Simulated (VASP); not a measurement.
A run of VASP 6.6.1 is set up as follows.

The input INCAR:

```
SYSTEM = Mg
ALGO = Fast
EDIFF = 1E-6
ENCUT = 520
GGA = PS
ISIF = 2
ISMEAR = 0
LASPH = .TRUE.
LCHARG = .TRUE.
LELF = .TRUE.
LREAL = .FALSE.
LVHAR = .TRUE.
LWAVE = .FALSE.
NBANDS = 7
NELM = 80
PREC = Accurate
SIGMA = 0.1
```

Contents of KPOINTS:

```
k-points
0
G
  16 16 16
  0 0 0
```

The input POSCAR:

```
Mg
1.0
   -1.7767709445      1.7767709445      1.7767709445
    1.7767709445     -1.7767709445      1.7767709445
    1.7767709445      1.7767709445     -1.7767709445
Mg
1
Direct
    0.0000000000      0.0000000000      0.0000000000
```

Potentials or basis: VASP PAW PBE potentials, release 64 (Mg).

Run with:

```bash
$ cat potpaw_PBE.64/Mg/POTCAR > POTCAR
$ mpirun -np 1 vasp_std > vasp.out
```

Task: Predict the band gap on the k mesh.

Result: Zero (bands 1 and 2 overlap by 4.82 eV).

Task: Predict the pressure.

Result: 0.0 GPa.

Caveat: the cell differs from its parent crystal (strained); the PAW data sets were made with another functional, which shifts forces and pressure a little.
